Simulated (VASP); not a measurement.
## BaS: single point with PBE

The system is BaS.

```
Ba S
1.0
     0.00000    3.21180    3.21180
     3.21180    0.00000    3.21180
     3.21180    3.21180    0.00000
Ba S
1 1
Direct
  0.00000 0.00000 0.00000
  0.50000 0.50000 0.50000
```

```json
{"Program": "VASP 6.6.1", "Task": "single point", "Functional": "PBE", "Potentials or basis": "VASP PAW PBE potentials, release 64 (Ba_sv, S)", "Cutoff": "520 eV", "k mesh": "6 × 6 × 6", "Occupations": "gaussian, width 0.01 eV", "Spin": "no spin polarisation"}
```

| Property | Result |
| --- | --- |
| Pressure | 0.7 GPa |
| Band gap on the k mesh | 2.13 eV, indirect (least direct gap 2.28 eV) |

Levels at points of the mesh, in eV from the valence-band top:
```
           k point  band 6  band 7  band 8  band 9  band 10  band 11
(0.00, 0.00, 0.00)    0.00    0.00    0.00    3.52     3.87     3.87
(0.50, 0.00, 0.00)   -1.90   -1.05   -1.05    5.48     5.64     6.24
(0.50, 0.50, 0.00)   -0.54   -0.15   -0.15    2.13     5.89     5.92
```

Run time: 17 s on 1 thread of Intel Xeon 6975P-C, on a shared host, peak memory 0.2 GiB.

Caveat: spin-orbit coupling is left out, which moves the levels of the heavy elements. Expect the measured gap to be larger: semilocal functionals such as PBE lack the derivative discontinuity.
